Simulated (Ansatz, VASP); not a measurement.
# InO in VASP and in Ansatz

```
CELL_PARAMETERS angstrom
3.37516 0.00000 0.00000
-1.68758 2.92297 0.00000
0.00000 0.00000 15.78405
ATOMIC_POSITIONS crystal
In 0.66667 0.33333 0.58867
In 0.66667 0.33333 0.41133
O 0.00000 0.00000 0.63982
O 0.00000 0.00000 0.36018
```

Alike in both runs: functional PBEsol; dispersion D3(BJ); k mesh 12 × 12 × 4; occupations gaussian, width 0.02 eV; no spin polarisation.

Ansatz relaxed the structure, and its values are those at the end. VASP's run is a single point on that final structure, the one shown.

|  | VASP | Ansatz |
| --- | --- | --- |
| version | VASP 6.6.1 | Ansatz 0.2.0 |
| potentials or method | VASP PAW PBE potentials, release 64 (In_d, O), cutoff 520 eV | scalar-relativistic, plane waves, PAW |
| valence electrons in the cell | 38 | 38 |

```csv
,VASP,Ansatz,Ansatz less VASP
gap on the k mesh at the Fermi level (eV),0.50,0.51,+0.009
least direct gap on the mesh (eV),1.27,1.28,+0.011
rms of the force components (eV/Å),0.021,0.000,-0.0211
```

VASP's potentials were made for PBE, not for PBEsol. Ansatz's warnings: xc potential rough in thin density.
